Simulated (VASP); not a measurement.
Runs of VASP 6.6.1 on K. The structure is that of space group P6_3/mmc (No. 194), or close to it. The cells are those of the table. This isn't the form of K at room conditions, which is bcc.

```csv
cell,gap on the mesh (eV),pressure (GPa)
"a = 4.838, b = 4.838, c = 15.784 Å, angles 90.0, 90.0, 120.0°, 4 atoms",none,(b)
"a = 4.716, b = 4.716, c = 15.384 Å, angles 90.0, 90.0, 120.0°, 4 atoms",none,0.0
"a = 4.586, b = 4.586, c = 14.962 Å, angles 90.0, 90.0, 120.0°, 4 atoms",none,0.3
"a = 4.519, b = 4.519, c = 14.742 Å, angles 90.0, 90.0, 120.0°, 4 atoms",none,0.6
"a = 4.652, b = 4.652, c = 15.176 Å, angles 90.0, 90.0, 120.0°, 4 atoms",none,(a)
```

Alike in all rows: task single point; level PBE; potentials or basis VASP PAW PBE potentials, release 64 (K_sv); no spin polarisation; k mesh 9 × 9 × 3; cutoff (eV) 520; smearing fermi-dirac 0.1 eV.

Fill in the values left out.

(a) 0.2; (b) -0.2.

A gap of «none» marks levels without a gap at the run's occupations.
